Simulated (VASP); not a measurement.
## Al: single point with PBEsol

Crystal: Al.

```
CELL_PARAMETERS angstrom
2.66905 0.00000 0.00000
-1.33452 2.31146 0.00000
0.00000 0.00000 10.52697
ATOMIC_POSITIONS crystal
Al 0.00000 0.00000 0.00000
Al 0.33333 0.66667 0.25000
Al 0.00000 0.00000 0.50000
Al 0.66667 0.33333 0.75000
```

This isn't the form of Al at room conditions, which is fcc.

This cell differs from its parent crystal: ratio of the length along z to the lengths across it x 1.2, volume and fractional coordinates fixed.

```yaml
Program: VASP 6.6.1
Task: single point
Functional: PBEsol
Potentials_or_basis: VASP PAW PBE potentials, release 64 (Al)
Cutoff: 520 eV
k_mesh: 24 × 24 × 6
Occupations: gaussian, width 0.15 eV
Spin: no spin polarisation
Dipole_correction: no
Further_INCAR_settings: ALGO = Fast; EDIFF = 1e-06; NBANDS = 14
```

* Pressure: 4.1 GPa
* Band gap on the k mesh: zero (bands 6 and 7 overlap by 3.49 eV)

Stress tensor (GPa, compression positive):
```
 9.56  0.00  0.00
 0.00  9.56  0.00
 0.00  0.00 -6.71
```

Levels at points of the mesh, in eV from the Fermi level:
| k point | band 3 | band 4 | band 5 | band 6 | band 7 | band 8 | band 9 | band 10 |
| --- | --- | --- | --- | --- | --- | --- | --- | --- |
| (0.00, 0.00, 0.00) | -9.87 | -6.51 | -5.34 | 0.41 | 0.41 | 8.71 | 8.80 | 13.57 |
| (0.50, 0.00, 0.00) | -3.64 | -3.53 | -2.80 | -2.68 | 0.00 | 0.48 | 1.05 | 1.37 |
| (0.00, 0.00, 0.50) | -8.26 | -8.26 | -2.99 | -2.99 | 4.37 | 4.37 | 13.23 | 13.23 |
| (0.50, 0.00, 0.50) | -4.06 | -4.06 | -1.85 | -1.85 | -1.17 | -1.17 | 3.28 | 3.28 |

It took 76 s on 1 thread of Intel(R) Xeon(R) 6975P-C (Granite Rapids) (shared host), peak memory 0.28 GiB.

Caveat: the cell stands under pressure; the PAW data sets were made with another functional, which shifts forces and pressure a little.
